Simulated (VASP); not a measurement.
Crystal: SnTe.

```xyz
4
Lattice="4.6157 0.0000 0.0000 0.0000 4.6157 0.0000 0.0000 0.0000 7.9627" Properties=species:S:1:pos:R:3 pbc="T T T"
Sn    2.3078    2.3078    5.9720
Sn    2.3078    2.3078    1.9907
Te    0.0000    2.3078    0.0000
Te    2.3078    0.0000    3.9814
```

- Program: VASP 6.6.1
- Task: relaxation of cell and atoms
- Functional: PBE
- Potentials or basis: VASP PAW PBE potentials, release 64 (Sn_d, Te)
- Cutoff: 600 eV
- k mesh: 10 × 10 × 6
- Occupations: gaussian, width 0.1 eV
- Spin: no spin polarisation

At the start: pressure 0.3 GPa; volume 42.41 Å³/atom.

Problem. How do energy, volume and symmetry change on relaxing?

Solution. Over 7 steps the energy falls by 2.4 meV/atom and the volume is 43.37 Å³/atom (+2.3 %); space group P4_2/mmc (No. 131, to 0.05 Å).

The path:
```tsv
step	energy change (eV)	largest force (eV/Å)	pressure (GPa)	volume (Å³)
1	0.0000	0.0000	0.29	169.64
2	-0.0028	0.0000	0.01	171.54
3	-0.0031	0.0000	-0.11	172.39
4	-0.0051	0.0000	-0.09	172.60
5	-0.0088	0.0000	-0.04	173.17
6	-0.0067	0.0000	0.05	174.10
7	-0.0097	0.0000	-0.01	173.48
```

Final structure:
```xyz
4
Lattice="4.7341 0.0000 0.0000 0.0000 4.7341 0.0000 0.0000 0.0000 7.7408" Properties=species:S:1:pos:R:3 pbc="T T T"
Sn    2.3670    2.3670    5.8056
Sn    2.3670    2.3670    1.9352
Te    0.0000    2.3670    0.0000
Te    2.3670    0.0000    3.8704
```
